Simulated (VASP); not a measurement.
Sb, 2 atoms in the cell. The structure is trigonal, space group R-3m (No. 166). The conventional cell has a = 4.308 Å, b = 4.308 Å, c = 11.274 Å, α = 90.00°, β = 90.00°, γ = 120.00°. Sb (site symmetry 3m) has 6 Sb at 2.91 to 3.35 Å within 3.8 Å. 

```yaml
Program: VASP 6.6.1
Task: relaxation of cell and atoms
Functional: PBE
Dispersion: D4
Potentials_or_basis: VASP PAW PBE potentials, release 64 (Sb)
Cutoff: 600 eV
k_mesh: 8 × 8 × 8
Occupations: fermi-dirac, width 0.05 eV
Spin: no spin polarisation
Dipole_correction: no
Further_INCAR_settings: ALGO = Normal; EDIFF = 1e-06; IBRION = 2; EDIFFG = -0.01; NSW = 60; ISIF = 3
```

Potentials or basis: VASP PAW PBE potentials, release 64 (Sb).

The run is started by

```bash
$ cat potpaw_PBE.64/Sb/POTCAR > POTCAR
$ mpirun -np 1 vasp_std > vasp.out
```

Hardware: 1 thread of Intel Xeon 6975P-C, on a shared host.

Q: How long does it take, and how much memory?

A: Wall time 2.5 min on 1 thread of Intel Xeon 6975P-C, on a shared host, peak memory 0.23 GiB. Counts: scf iterations 55, k points 65, ion steps 11.
